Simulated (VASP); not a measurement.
BaSc4:

```
Ba Sc
1.0
     4.86243    0.00000    0.00000
     0.00000    4.86243    0.00000
     0.00000    0.00000    4.86243
Ba Sc
1 4
Direct
  0.00000 0.00000 0.00000
  0.00000 0.50000 0.50000
  0.50000 0.00000 0.50000
  0.50000 0.50000 0.00000
  0.50000 0.50000 0.50000
```

| Item | Value |
| --- | --- |
| Program | VASP 6.6.1 |
| Task | relaxation of cell and atoms |
| Functional | PBE |
| Potentials or basis | VASP PAW PBE potentials, release 64 (Ba_sv, Sc_sv) |
| Cutoff | 600 eV |
| k mesh | 4 × 4 × 4 |
| Occupations | gaussian, width 0.1 eV |
| Spin | no spin polarisation |

At the start: pressure 17.8 GPa; volume 22.99 Å³/atom.

How do energy, volume and symmetry change on relaxing?

Over 4 steps the energy falls by 449.1 meV/atom and the volume is 33.36 Å³/atom (+45.1 %); space group Pm-3m (No. 221, to 0.05 Å).

Step by step:
| step | energy change (eV) | largest force (eV/Å) | pressure (GPa) | volume (Å³) |
| --- | --- | --- | --- | --- |
| 1 | 0.0000 | 0.0000 | 17.84 | 114.96 |
| 2 | -2.2376 | 0.0000 | 0.69 | 163.03 |
| 3 | -2.2445 | 0.0000 | -0.24 | 168.16 |
| 4 | -2.2456 | 0.0000 | 0.00 | 166.79 |

Final structure:
```
Ba Sc
1.0
     5.50460    0.00000    0.00000
     0.00000    5.50460    0.00000
     0.00000    0.00000    5.50460
Ba Sc
1 4
Cartesian
  0.0000 0.0000 0.0000
  0.0000 2.7523 2.7523
  2.7523 0.0000 2.7523
  2.7523 2.7523 0.0000
  2.7523 2.7523 2.7523
```

Caveat: the volume moved by over 15 % at a fixed basis, so the end points are rough.
